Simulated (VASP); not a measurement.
Set up this calculation in VASP 6.6.1, as the native input.

```
Task                   : single point
Functional             : PBEsol
Potentials or basis    : VASP PAW PBE potentials, release 64 (Rh_pv)
Cutoff                 : 520 eV
k mesh                 : 9 × 9 × 3
Occupations            : gaussian, width 0.5 eV
Spin                   : no spin polarisation
Dipole correction      : no
Further INCAR settings : ALGO = Normal; EDIFF = 1e-07; NBANDS = 38
```

The structure of Rh lies in POSCAR:

```
Rh
1.0
    2.6917450000      0.0000000000      0.0000000000
   -1.3458725000      2.3311195505      0.0000000000
    0.0000000000      0.0000000000      8.7980700000
Rh
4
Direct
    0.0000000000      0.0000000000      0.0000000000
    0.3333333333      0.6666666667      0.2500000000
    0.0000000000      0.0000000000      0.5000000000
    0.6666666667      0.3333333333      0.7500000000
```

These files were run (other wordings do the same):

INCAR

```
PREC     = Accurate       # precision mode
ENCUT    = 520            # plane-wave cutoff, eV
EDIFF    = 1E-7           # SCF threshold, eV
ISMEAR   = 0              # smearing method
SIGMA    = 0.5            # smearing width, eV
LREAL    = False          # projectors in reciprocal space
LASPH    = True           # aspherical terms in the spheres
NELM     = 100            # most SCF steps
ALGO     = Normal         # electronic algorithm
ISIF     = 2              # what is computed and relaxed
LWAVE    = False          # write WAVECAR
LCHARG   = False          # write CHGCAR
GGA      = PS             # functional
NBANDS   = 38             # bands
```

KPOINTS

```
regular mesh
0
Gamma
  9 9 3
```

Potentials or basis: VASP PAW PBE potentials, release 64 (Rh_pv).

The run is started by

```console
$ cat potpaw_PBE.64/Rh_pv/POTCAR > POTCAR
$ mpirun -np 1 vasp_std > vasp.out
```

Results of the run:

```
Pressure               : -3.9 GPa
Band gap on the k mesh : zero (band 30 reaches 12.31 eV, above the bottom of band 31 at 10.69 eV)
```

Caveat: the PAW data sets were made with another functional, which shifts forces and pressure a little.

Wall time 75 s on 1 thread of Intel Xeon 6975P-C, with other jobs on the host, peak memory 0.18 GiB.
